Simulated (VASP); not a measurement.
HfN, 2 atoms in the cell. Symmetry: Fm-3m, No. 225, cubic system. Conventional cell: a = 4.546 Å, b = 4.546 Å, c = 4.546 Å, α = 90.00°, β = 90.00°, γ = 90.00°. Hf (site symmetry m-3m) has 6 N at 2.27 Å within 3.0 Å. N (site symmetry m-3m) has 6 Hf at 2.27 Å within 3.0 Å.  This cell differs from its parent crystal: volume scaled by 1.03.

- Program: VASP 6.6.1
- Task: single point
- Functional: PBEsol
- Potentials or basis: VASP PAW PBE potentials, release 64 (Hf_pv, N)
- Cutoff: 520 eV
- k mesh: 16 × 16 × 16
- Occupations: gaussian, width 0.1 eV
- Spin: no spin polarisation
- Dipole correction: no
- Further INCAR settings: ALGO = Normal; EDIFF = 1e-06; NBANDS = 14

Potentials or basis: VASP PAW PBE potentials, release 64 (Hf_pv, N).

Command:

```bash
$ cat potpaw_PBE.64/Hf_pv/POTCAR potpaw_PBE.64/N/POTCAR > POTCAR
$ mpirun -np 1 vasp_std > vasp.out
```

Hardware: 1 thread of AMD EPYC 9R45 (Zen 5), on a shared host.

Q: How long does it take, and how much memory?

A: It took 32 s on 1 thread of AMD EPYC 9R45 (Zen 5), with other jobs on the host, peak memory 0.14 GiB. Counts: scf iterations 13, k points 145.
